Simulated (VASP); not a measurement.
NaI:

```xyz
2
Lattice="0.0000 3.2297 3.2297 3.2297 0.0000 3.2297 3.2297 3.2297 0.0000" Properties=species:S:1:pos:R:3 pbc="T T T"
Na    0.0000    0.0000    0.0000
I     3.2297    3.2297    3.2297
```

Base run:

- Program: VASP 6.6.1
- Functional: PBE
- Potentials or basis: VASP PAW PBE potentials, release 64 (Na_pv, I)
- Cutoff: 520 eV
- k mesh: 6 × 6 × 6
- Occupations: gaussian, width 0.01 eV
- Spin: no spin polarisation

Its results: band gap on the k mesh 3.66 eV; pressure 0.5 GPa.

Question: The run is repeated on the same cell with these changes: functional from PBE to HSE06; k mesh from 6 × 6 × 6 to 4 × 4 × 4. What comes out?

Answer: Band gap on the k mesh 4.67 eV; pressure 0.3 GPa.

Several settings changed at once.

Caveats: some runs use coarse meshes; spin-orbit coupling is left out, which moves the levels of the heavy elements; the PAW data sets were made with another functional, which shifts forces and pressure a little (at least some runs).

